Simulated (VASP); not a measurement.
# AlN (P2_1) in VASP: a series of runs

The runs below take AlN through single point, with LDA.

All numbers are computed with VASP 6.6.1; they aren't measurements. Logs are shortened: lines on timing, memory, paths and dates and some standing lists are left out, and cuts for length are marked.

**1. The cell of the first run**

The structure is monoclinic, space group P2_1 (No. 4). The conventional cell has a = 3.089 Å, b = 4.944 Å, c = 3.089 Å, α = 90.00°, β = 120.00°, γ = 90.00°. Within 2.5 Å of Al (site symmetry 1) lie 4 N at 1.87 to 1.89 Å. Within 2.5 Å of N (site symmetry 1) lie 4 Al at 1.87 to 1.89 Å.

**2. Single point, LDA (atoms displaced along a vibrational mode)**

Contents of INCAR:

```
SYSTEM = AlN
ALGO = Normal ; EDIFF = 1E-6
ENCUT = 520 ; ISIF = 2
ISMEAR = 0 ; LASPH = .TRUE.
LCHARG = .FALSE. ; LREAL = .FALSE.
LWAVE = .FALSE. ; NBANDS = 16
NELM = 80 ; PREC = Accurate
SIGMA = 0.05
```

Contents of KPOINTS:

```
k-points
0
G
  9 9 6
  0 0 0
```

Contents of POSCAR:

```
AlN
1.0
    3.0887424016      0.0000000000      0.0000000000
   -1.5443712008      2.6749293856      0.0000000000
    0.0000000000      0.0000000000      4.9437688231
Al N
2 2
Direct
    0.3069823907      0.6473764378      0.0015212672
    0.6930176093      0.3526235622      0.5015212672
    0.3568471291      0.6838799599      0.3834787328
    0.6431528709      0.3161200401      0.8834787328
```

Potentials or basis: VASP PAW LDA potentials, release 64 (Al, N).

On the command line:

```
cat potpaw_LDA.64/Al/POTCAR potpaw_LDA.64/N/POTCAR > POTCAR
mpirun -np 1 vasp_std > vasp.out
```

OUTCAR:

```text
SYSTEM = AlN
   EDIFF = 1E-6
   ENCUT = 520
   ISIF = 2
   ISMEAR = 0
   LASPH = .TRUE.
   LREAL = .FALSE.
   NELM = 80
   PREC = Accurate

 ion  position               nearest neighbor table
   1  0.307  0.647  0.002-   4 1.87   4 1.88   4 1.88   3 1.89   2 2.97   2 2.97   2 3.07   2 3.07
                             2 3.11   2 3.11
   2  0.693  0.353  0.502-   3 1.87   3 1.88   3 1.88   4 1.89   1 2.97   1 2.97   1 3.07   1 3.07
                             1 3.11   1 3.11
   3  0.357  0.684  0.383-   2 1.87   2 1.88   2 1.88   1 1.89
   4  0.643  0.316  0.883-   1 1.87   1 1.88   1 1.88   2 1.89

  LATTYP: Found a hexagonal cell.
 ALAT       =     3.0887424016
 C/A-ratio  =     1.6005766038

  Lattice vectors:

 A1 = (   3.0887424016,   0.0000000000,   0.0000000000)
 A2 = (  -1.5443712008,   2.6749293856,   0.0000000000)
 A3 = (   0.0000000000,   0.0000000000,   4.9437688231)

Analysis of symmetry for initial positions (statically):
=====================================================================
 Subroutine PRICEL returns:
 Original cell was already a primitive cell.

 Routine SETGRP: Setting up the symmetry group for a
 hexagonal supercell.

 Subroutine GETGRP returns: Found  2 space group operations
 (whereof  1 operations were pure point group operations)
 out of a pool of 24 trial point group operations.

The static configuration has the point symmetry C_1 .
 The point group associated with its full space group is C_2 .

Analysis of symmetry for dynamics (positions and initial velocities):
=====================================================================
 Subroutine PRICEL returns:
 Original cell was already a primitive cell.

 Routine SETGRP: Setting up the symmetry group for a
 hexagonal supercell.

 Subroutine GETGRP returns: Found  2 space group operations
 (whereof  1 operations were pure point group operations)
 out of a pool of 24 trial point group operations.

The dynamic configuration has the point symmetry C_1 .
 The point group associated with its full space group is C_2 .

 Subroutine INISYM returns: Found  2 space group operations
 (whereof  1 operations are pure point group operations),
 and found     1 'primitive' translations

----------------------------------------------------------------------------------------

                                     Primitive cell

  volume of cell :      40.8462

  direct lattice vectors                    reciprocal lattice vectors
     3.088742402  0.000000000  0.000000000     0.323756361  0.186920822  0.000000000
    -1.544371201  2.674929386  0.000000000     0.000000000  0.373841644  0.000000000
     0.000000000  0.000000000  4.943768823     0.000000000  0.000000000  0.202274830

  length of vectors
     3.088742402  3.088742402  4.943768823     0.373841644  0.373841644  0.202274830

  position of ions in fractional coordinates (direct lattice)
     0.306982391  0.647376438  0.001521267
     0.693017609  0.352623562  0.501521267
     0.356847129  0.683879960  0.383478733
     0.643152871  0.316120040  0.883478733

  ion indices of the primitive-cell ions
   primitive index   ion index
                 1           1
                 2           2
                 3           3
                 4           4

----------------------------------------------------------------------------------------

 KPOINTS: k-points

Automatic generation of k-mesh.
 Grid dimensions read from file:
 generate k-points for:    9    9    6

 Generating k-lattice:

  Cartesian coordinates                     Fractional coordinates (reciprocal lattice)
     0.035972929  0.020768980  0.000000000     0.111111111 -0.000000000  0.000000000
     0.000000000  0.041537960  0.000000000     0.000000000  0.111111111  0.000000000
     0.000000000  0.000000000  0.033712472     0.000000000  0.000000000  0.166666667

  Length of vectors
     0.041537960  0.041537960  0.033712472

  Shift w.r.t. Gamma in fractional coordinates (k-lattice)
     0.000000000  0.000000000  0.000000000

 Subroutine IBZKPT returns following result:
 ===========================================

 Found    164 irreducible k-points:

 Following reciprocal coordinates:
            Coordinates               Weight
  0.000000  0.000000  0.000000      1.000000
  0.111111  0.000000  0.000000      2.000000
  0.000000  0.111111  0.000000      2.000000
 -0.111111  0.111111  0.000000      2.000000
  0.222222 -0.000000  0.000000      2.000000
  0.000000  0.222222  0.000000      2.000000
[... 16 lines left out ...]
  0.333333  0.111111  0.000000      2.000000
 -0.111111  0.444444  0.000000      2.000000
 [... further k-points ...]
   k-points           NKPTS =    164   k-points in BZ     NKDIM =    164   number of bands    NBANDS=     16
   number of dos      NEDOS =    301   number of ions     NIONS =      4
   total plane-waves  NPLWV =  23040
   dimension x,y,z NGX =    24 NGY =   24 NGZ =   40
   dimension x,y,z NGXF=    48 NGYF=   48 NGZF=   80
   ions per type =               2   2
   NGX,Y,Z   is equivalent  to a cutoff of  12.92, 12.92, 13.45 a.u.
   NGXF,Y,Z  is equivalent  to a cutoff of  25.84, 25.84, 26.90 a.u.
 SYSTEM =  AlN
   PREC   = accura    normal or accurate (medium, high low for compatibility)
   ISTART =      0    job   : 0-new  1-cont  2-samecut
   ICHARG =      2    charge: 1-file 2-atom 10-const
   ISPIN  =      1    spin polarized calculation?
   LNONCOLLINEAR =      F non collinear calculations
   LSORBIT =      F    spin-orbit coupling
   LASPH  =      T    aspherical Exc in radial PAW
   ENCUT  =  520.0 eV  38.22 Ry    6.18 a.u.   5.74  5.74  9.19*2*pi/ulx,y,z
   NELM   =     80;   NELMIN=  2; NELMDL= -5     # of ELM steps
   EDIFF  = 0.1E-05   stopping-criterion for ELM
   LREAL  =      F    real-space projection
   EDIFFG = 0.1E-04   stopping-criterion for IOM
   NSW    =      0    number of steps for IOM
   IBRION =     -1    ionic relax: 0-MD 1-quasi-New 2-CG
   NFREE  =      0    steps in history (QN), initial steepest desc. (CG)
   ISIF   =      2    stress and relaxation
   ISYM   =      2    0-nonsym 1-usesym 2-fastsym
   POTIM  = 0.5000    time-step for ionic-motion
   TEBEG  =    0.0;   TEEND  =   0.0 temperature during run
   PSTRESS=    0.0 pullay stress
   NELECT =      16.0000    total number of electrons
   NUPDOWN=      -1.0000    fix difference up-down
   EMIN   =  10.00;   EMAX   =-10.00  energy-range for DOS
   EFERMI =   0.00;   METHOD = LEGACY
   ISMEAR =     0;   SIGMA  =   0.05  broadening in eV -4-tet -1-fermi 0-gaus
   EFERMI_NEDOS =   21; number of points for ismear=-14 and -15
   IALGO  =     38    algorithm
   IMIX   =      4    mixing-type and parameters
     AMIX     =   0.40;   BMIX     =  1.00
     AMIX_MAG =   1.60;   BMIX_MAG =  1.00
  volume/ion in A,a.u.               =      10.21        68.91
  Fermi-wavevector in a.u.,A,eV,Ry     =   1.197836  2.263582 19.521797  1.434812
  Thomas-Fermi vector in A             =   2.333741
   LORBIT       =      0    0 simple, 1 ext, 2 COOP (PROOUT), +10 PAW based schemes
   GGA     = CA    functional components
   LHFCALC =     F    Hartree Fock is set to
   AEXX    =    0.0000 exact exchange contribution
   IVDW    =     0    specifies the selected vdW correction
   LEPSILON=     F    determine dielectric tensor
   LRPA    =     F    only Hartree local field effects (RPA)
 non-spin polarized calculation
 Gauss-broadening in eV      SIGMA  =   0.05
  energy-cutoff  :      520.00
  volume of cell :       40.85
 maximum number of plane-waves:      1118
   NGX = 11   NGY = 11   NGZ = 19

 number of electron      15.9999999 magnetization

 Free energy of the ion-electron system (eV)
  ---------------------------------------------------
  ext. energy  EPLUGINS =         0.00000000
  ---------------------------------------------------
  free energy    TOTEN  =       -32.79779268 eV

  energy without entropy =      -32.79779268  energy(sigma->0) =      -32.79779268

 E-fermi :   6.3674     XC(G=0): -11.3452

 val. band max:        6.1517449797   @ k =   0.0000   0.0000   0.0000
 cond. band min:      10.5091576831   @ k =   0.0000   0.0000   0.0000
 fundamental gap:      4.3574127034
 Fermi energy:         6.3674078335

 k-point     1 :       0.0000    0.0000    0.0000
  band No.  band energies     occupation
      1      -9.0537      2.00000
      2      -6.7575      2.00000
      3      -0.0326      2.00000
      4       5.2002      2.00000
      5       5.2615      2.00000
      6       5.7684      2.00000
[... 8 lines left out ...]
     15      19.3012      0.00000
     16      19.5383      0.00000

 k-point     2 :       0.1111    0.0000    0.0000
  band No.  band energies     occupation
      1      -8.8900      2.00000
      2      -6.6613      2.00000
      3       0.1566      2.00000
      4       4.4932      2.00000
      5       5.0147      2.00000
      6       5.1535      2.00000
[... 8 lines left out ...]
     15      19.1161      0.00000
     16      19.4000      0.00000

 k-point     3 :       0.0000    0.1111    0.0000
  band No.  band energies     occupation
      1      -8.8888      2.00000
      2      -6.6650      2.00000
      3       0.1595      2.00000
      4       4.5117      2.00000
      5       5.0339      2.00000
      6       5.2571      2.00000
[... 8 lines left out ...]
     15      19.0493      0.00000
     16      19.3520      0.00000

 k-point     4 :      -0.1111    0.1111    0.0000
  band No.  band energies     occupation
      1      -8.8892      2.00000
      2      -6.6642      2.00000
      3       0.1587      2.00000
      4       4.5135      2.00000
      5       5.0268      2.00000
      6       5.2248      2.00000
[... 8 lines left out ...]
     15      19.0229      0.00000
     16      19.3317      0.00000
[... 324 lines left out ...]
 k-point    22 :       0.3333   -0.1111    0.0000
  band No.  band energies     occupation
      1      -8.0013      2.00000
      2      -6.2392      2.00000
      3       1.2196      2.00000
      4       2.1529      2.00000
      5       2.9648      2.00000
      6       4.3342      2.00000
[... 8 lines left out ...]
     15      19.0883      0.00000
     16      20.0923      0.00000

 k-point    23 :       0.3333    0.1111    0.0000
  band No.  band energies     occupation
      1      -7.3209      2.00000
      2      -6.0900      2.00000
      3       0.9306      2.00000
      4       2.1147      2.00000
      5       2.3281      2.00000
      6       3.7215      2.00000
[... 8 lines left out ...]
     15      18.7424      0.00000
     16      20.8285      0.00000

 k-point    24 :      -0.1111    0.4444    0.0000
  band No.  band energies     occupation
      1      -7.2740      2.00000
      2      -6.1782      2.00000
      3       1.2056      2.00000
      4       2.1423      2.00000
      5       2.2775      2.00000
      6       3.6625      2.00000
[... 8 lines left out ...]
     15      18.4200      0.00000
     16      20.9359      0.00000

 [... further k-points ...]

------------------------ aborting loop because EDIFF is reached ----------------------------------------

  FORCE on cell =-STRESS in cart. coord.  units (eV):
  Direction    XX          YY          ZZ          XY          YZ          ZX
  --------------------------------------------------------------------------------------
  -------------------------------------------------------------------------------------
  Total        0.0528107      0.1341964      0.1459962     -0.1105119      0.0000000      0.0000000
  in kB        2.0714772      5.2637997      5.7266421     -4.3347834      0.0000000      0.0000000
  external PRESSURE =       4.3539730 kB  Pullay stress =       0.0000000 kB

 VOLUME and BASIS-vectors are now :
 -----------------------------------------------------------------------------
  energy-cutoff  :      520.00
  volume of cell :       40.85
      direct lattice vectors                 reciprocal lattice vectors
     3.088742402  0.000000000  0.000000000     0.323756361  0.186920822  0.000000000
    -1.544371201  2.674929386  0.000000000     0.000000000  0.373841644  0.000000000
     0.000000000  0.000000000  4.943768823     0.000000000  0.000000000  0.202274830

 POSITION                                       TOTAL-FORCE (eV/Angst)
 -----------------------------------------------------------------------------------
     -0.05160      1.73169      0.00752         0.319594      0.294146      0.038540
      1.59597      0.94324      2.47941        -0.319594     -0.294146      0.038540
      0.04604      1.82933      1.89583        -0.123556     -0.134257     -0.038540
      1.49833      0.84560      4.36771         0.123556      0.134257     -0.038540
 -----------------------------------------------------------------------------------
    total drift:                               -0.000000     -0.000000     -0.000500

  FREE ENERGIE OF THE ION-ELECTRON SYSTEM (eV)
  ---------------------------------------------------
  free  energy   TOTEN  =       -32.7977926759 eV

  energy  without entropy=      -32.7977926759  energy(sigma->0) =      -32.79779268
```

Run time: 90 s. Hardware: 1 thread of Intel Xeon 8259CL, shared host; peak memory 0.2 GiB.

What came out:

```yaml
Free_energy: -32.7978 eV
Pressure: 0.4 GPa
Largest_force: 0.436 eV/Å
Band_gap_on_the_k_mesh: 4.36 eV
```

Forces on the atoms (eV/Å):
```
Al   0.320  0.294  0.039
Al  -0.320 -0.294  0.039
N   -0.124 -0.134 -0.039
N    0.124  0.134 -0.039
```

Stress tensor (GPa, compression positive):
```
 0.21 -0.43  0.00
-0.43  0.53  0.00
 0.00  0.00  0.57
```

Levels at points of the mesh, in eV from the valence-band top:
| k point | band 4 | band 5 | band 6 | band 7 | band 8 | band 9 | band 10 | band 11 | band 12 | band 13 |
| --- | --- | --- | --- | --- | --- | --- | --- | --- | --- | --- |
| (0.00, 0.00, 0.00) | -0.95 | -0.89 | -0.38 | -0.15 | 0.00 | 4.36 | 6.68 | 10.54 | 10.78 | 11.38 |
| (0.00, 0.00, 0.50) | -3.40 | -0.63 | -0.63 | -0.57 | -0.57 | 6.54 | 6.54 | 10.26 | 10.26 | 11.37 |

Caveat: the cell differs from its parent crystal (atoms displaced along a vibrational mode); an odd mesh through Γ misses points on the zone boundary, where band edges can lie.

**3. Single point, LDA (atoms displaced along a vibrational mode)**

Contents of INCAR:

```
  PREC = Accurate
  ENCUT = 520
  EDIFF = 1E-6
  ISMEAR = 0
  SIGMA = 0.05
  LREAL = False
  LASPH = True
  NELM = 60
  ALGO = Normal
  ISIF = 2
  LWAVE = False
  LCHARG = True
  GGA = CA
  LELF = True
  LVHAR = True
  NBANDS = 16
```

Contents of KPOINTS:

```
regular mesh
0
Gamma
  9 9 6
```

Contents of POSCAR:

```
AlN
1.0
    3.0887424016      0.0000000000      0.0000000000
   -1.5443712008      2.6749293856      0.0000000000
    0.0000000000      0.0000000000      4.9437688231
Al N
2 2
Direct
    0.2894150956      0.6345162853      0.0015212672
    0.7105849044      0.3654837147      0.5015212672
    0.3725229930      0.6953554887      0.3834787328
    0.6274770070      0.3046445113      0.8834787328
```

Potentials or basis: VASP PAW LDA potentials, release 64 (Al, N).

On the command line:

```
cat potpaw_LDA.64/Al/POTCAR potpaw_LDA.64/N/POTCAR > POTCAR
mpirun -np 1 vasp_std > vasp.out
```

Wall time 1.7 min (1 thread of Intel Xeon 8259CL, shared host); peak memory 0.2 GiB.

The run converged. Its results:

```yaml
Free_energy: -32.7199 eV
Pressure: 0.2 GPa
Largest_force: 0.749 eV/Å
Band_gap_on_the_k_mesh: 4.24 eV
```

Forces in eV/Å, atoms in the order of the input:
```
Al   0.558  0.488  0.105
Al  -0.558 -0.488  0.105
N   -0.195 -0.225 -0.105
N    0.195  0.225 -0.105
```

Stress tensor (GPa, compression positive):
```
-0.36 -1.05  0.00
-1.05  0.21  0.00
 0.00  0.00  0.67
```

Levels at points of the mesh, in eV from the valence-band top:
| k point | band 6 | band 7 | band 8 | band 9 | band 10 | band 11 |
| --- | --- | --- | --- | --- | --- | --- |
| (0.00, 0.00, 0.00) | -0.53 | -0.13 | 0.00 | 4.24 | 6.60 | 10.35 |
| (0.00, 0.00, 0.50) | -0.71 | -0.60 | -0.60 | 6.42 | 6.42 | 10.15 |

Caveat: the cell differs from its parent crystal (atoms displaced along a vibrational mode); an odd mesh through Γ misses points on the zone boundary, where band edges can lie.

**4. Single point, LDA (atoms displaced along a vibrational mode)**

Contents of INCAR:

```
PREC = Accurate
ENCUT = 520
EDIFF = 1E-6
ISMEAR = 0
SIGMA = 0.05
LREAL = F
LASPH = T
NELM = 100
ALGO = Normal
ISIF = 2
LWAVE = F
LCHARG = F
NBANDS = 16
```

KPOINTS is that of step 3.

Contents of POSCAR:

```
AlN
1.0
    3.0887424016      0.0000000000      0.0000000000
   -1.5443712008      2.6749293856      0.0000000000
    0.0000000000      0.0000000000      4.9437688231
Al N
2 2
Direct
    0.3022752481      0.6602365904      0.0015212672
    0.6977247519      0.3397634096      0.5015212672
    0.3610474642      0.6724044311      0.3834787328
    0.6389525358      0.3275955689      0.8834787328
```

On the command line:

```
cat potpaw_LDA.64/Al/POTCAR potpaw_LDA.64/N/POTCAR > POTCAR
mpirun -np 1 vasp_std > vasp.out
```

It took 90 s on 1 thread of Intel Xeon 8259CL, shared host; peak memory 0.2 GiB.

The run converged. Its results:

| Property | Result |
| --- | --- |
| Free energy | -32.7786 eV |
| Pressure | 0.4 GPa |
| Largest force | 0.524 eV/Å |
| Band gap on the k mesh | 4.33 eV |

Forces on the atoms (eV/Å):
```
Al   0.504  0.132  0.056
Al  -0.504 -0.132  0.056
N   -0.218 -0.031 -0.056
N    0.218  0.031 -0.056
```

Stress tensor (GPa, compression positive):
```
-0.16 -0.42  0.00
-0.42  0.68  0.00
 0.00  0.00  0.58
```

Levels at points of the mesh, in eV from the valence-band top:
| k point | band 6 | band 7 | band 8 | band 9 | band 10 | band 11 |
| --- | --- | --- | --- | --- | --- | --- |
| (0.00, 0.00, 0.00) | -0.42 | -0.14 | 0.00 | 4.33 | 6.66 | 10.49 |
| (0.00, 0.00, 0.50) | -0.65 | -0.57 | -0.57 | 6.51 | 6.51 | 10.23 |

Caveat: the cell differs from its parent crystal (atoms displaced along a vibrational mode); an odd mesh through Γ misses points on the zone boundary, where band edges can lie.

**5. Single point, LDA (atoms displaced along a vibrational mode)**

Contents of INCAR:

```
  PREC = Accurate
  ENCUT = 520
  EDIFF = 1E-6
  ISMEAR = 0
  SIGMA = 0.05
  LREAL = F
  LASPH = T
  NELM = 60
  ALGO = Normal
  ISIF = 2
  LWAVE = F
  LCHARG = T
  GGA = CA
  LELF = T
  LVHAR = T
  NBANDS = 16
```

Contents of KPOINTS:

```
Automatic mesh
0
Gamma
  9 9 6
```

Contents of POSCAR:

```
AlN
1.0
    3.0887424016      0.0000000000      0.0000000000
   -1.5443712008      2.6749293856      0.0000000000
    0.0000000000      0.0000000000      4.9437688231
Al N
2 2
Direct
    0.3087053244      0.6730967429      0.0015212672
    0.6912946756      0.3269032571      0.5015212672
    0.3553096998      0.6609289023      0.3834787328
    0.6446903002      0.3390710977      0.8834787328
```

On the command line:

```
cat potpaw_LDA.64/Al/POTCAR potpaw_LDA.64/N/POTCAR > POTCAR
mpirun -np 1 vasp_std > vasp.out
```

Run time: 70 s. Hardware: 1 thread of Intel Xeon 8259CL, shared host; peak memory 0.2 GiB.

Results (log left out):

| Item | Value |
| --- | --- |
| Free energy | -32.7801 eV |
| Pressure | 0.4 GPa |
| Largest force | 0.484 eV/Å |
| Band gap on the k mesh | 4.33 eV |

Forces on the atoms (eV/Å):
```
Al   0.476 -0.064  0.055
Al  -0.476  0.064  0.055
N   -0.230  0.059 -0.055
N    0.230 -0.059 -0.055
```

Stress tensor (GPa, compression positive):
```
-0.04 -0.12  0.00
-0.12  0.59  0.00
 0.00  0.00  0.54
```

Levels at points of the mesh, in eV from the valence-band top:
| k point | band 6 | band 7 | band 8 | band 9 | band 10 | band 11 |
| --- | --- | --- | --- | --- | --- | --- |
| (0.00, 0.00, 0.00) | -0.41 | -0.15 | 0.00 | 4.33 | 6.67 | 10.48 |
| (0.00, 0.00, 0.50) | -0.65 | -0.58 | -0.58 | 6.51 | 6.51 | 10.24 |

Caveat: the cell differs from its parent crystal (atoms displaced along a vibrational mode); an odd mesh through Γ misses points on the zone boundary, where band edges can lie.

**6. Overview**

| cell | gap on the mesh (eV) | pressure (GPa) | largest force (eV/Å) |
| --- | --- | --- | --- |
| as given, atomic positions A | 4.36 | 0.4 | 0.44 |
| as given, atomic positions B | 4.24 | 0.2 | 0.75 |
| as given, atomic positions C | 4.33 | 0.4 | 0.52 |
| as given, atomic positions D | 4.33 | 0.4 | 0.48 |

Alike in all rows: task single point; level LDA; potentials or basis VASP PAW LDA potentials, release 64 (Al, N); no spin polarisation; k mesh 9 × 9 × 6; cutoff (eV) 520; smearing gaussian 0.05 eV.

Caveats: an odd mesh through Γ misses points on the zone boundary, where band edges can lie.

Absolute energies hang on the potentials; compare differences alone.
